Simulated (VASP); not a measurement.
RbP2O5: single point with PBE

Crystal: RbP2O5.

```
CELL_PARAMETERS angstrom
5.43127 0.00000 0.00000
-2.71564 4.70362 0.00000
0.00000 0.00000 5.72716
ATOMIC_POSITIONS crystal
Rb 0.00000 0.00000 0.96108
P 0.33333 0.66667 0.44098
P 0.66667 0.33333 0.44098
O 0.33333 0.66667 0.18077
O 0.00000 0.50000 0.55537
O 0.50000 0.50000 0.55537
O 0.50000 0.00000 0.55537
O 0.66667 0.33333 0.18077
```

The cell was generated, and may not be a known phase.

| Quantity | Value |
| --- | --- |
| Program | VASP 6.6.1 |
| Task | single point |
| Functional | PBE |
| Potentials or basis | VASP PAW PBE potentials, release 64 (Rb_sv, P, O) |
| Cutoff | 520 eV |
| k mesh | 12 × 12 × 8 |
| Occupations | gaussian, width 0.1 eV |
| Spin | no spin polarisation |

* Pressure: -0.3 GPa
* Largest force: 0.042 eV/Å
* Band gap on the k mesh: zero (an odd number of electrons rules out a gap without spin polarisation)

Forces on the atoms (eV/Å):
```
Rb   0.000  0.000  0.000
P    0.000  0.000  0.017
P    0.000  0.000  0.017
O    0.000  0.000  0.042
O    0.000  0.000 -0.039
O    0.000  0.000 -0.039
O    0.000  0.000 -0.039
O    0.000  0.000  0.042
```

Levels at points of the mesh, in eV from the Fermi level:
| k point | band 23 | band 24 | band 25 | band 26 | band 27 | band 28 |
| --- | --- | --- | --- | --- | --- | --- |
| (0.00, 0.00, 0.00) | -4.87 | -4.87 | -2.01 | 0.90 | 3.09 | 3.09 |
| (0.50, 0.00, 0.00) | -4.86 | -4.74 | 0.26 | 2.15 | 3.09 | 3.67 |
| (0.00, 0.00, 0.50) | -4.79 | -4.79 | -1.79 | 2.05 | 2.83 | 2.83 |
| (0.50, 0.00, 0.50) | -4.78 | -4.76 | 0.36 | 2.66 | 3.11 | 3.53 |

Run time: 5.3 min on 1 thread of Intel(R) Xeon(R) Platinum 8488C (Sapphire Rapids) (shared host), peak memory 0.52 GiB.

Caveat: an odd number of electrons without spin polarisation forces a metal; a magnetic or distorted state may lie lower.
